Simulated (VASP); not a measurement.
A run of VASP 6.6.1:

File INCAR:

```
ALGO = Normal
EDIFF = 1E-6
ENCUT = 520
GGA = PS
ISIF = 2
ISMEAR = -1
LASPH = True
LCHARG = True
LELF = True
LREAL = False
LVHAR = True
LWAVE = False
NBANDS = 16
NELM = 80
PREC = Accurate
SIGMA = 0.02
```

KPOINTS

```
k-points
0
Gamma
  11 11 4
```

The input POSCAR:

```
BN
1.0
    2.5290316213      0.0000000000      0.0000000000
   -1.2645158107      2.1902056311      0.0000000000
    0.0000000000      0.0000000000      6.6612000000
B N
2 2
Direct
    0.3333333333      0.6666666667      0.2500000000
    0.6666666667      0.3333333333      0.7500000000
    0.3333333333      0.6666666667      0.7500000000
    0.6666666667      0.3333333333      0.2500000000
```

Potentials or basis: VASP PAW PBE potentials, release 64 (B, N).

Launch:

```bash
$ cat potpaw_PBE.64/B/POTCAR potpaw_PBE.64/N/POTCAR > POTCAR
$ mpirun -np 1 vasp_std > vasp.out
```

Hardware: 1 thread of Intel(R) Xeon(R) 6975P-C (Granite Rapids) (shared host).

Problem. Estimate the wall time of this run.

Solution. Run time: 12 s on 1 thread of Intel(R) Xeon(R) 6975P-C (Granite Rapids) (shared host), peak memory 0.16 GiB. Counts: scf iterations 13, k points 48.
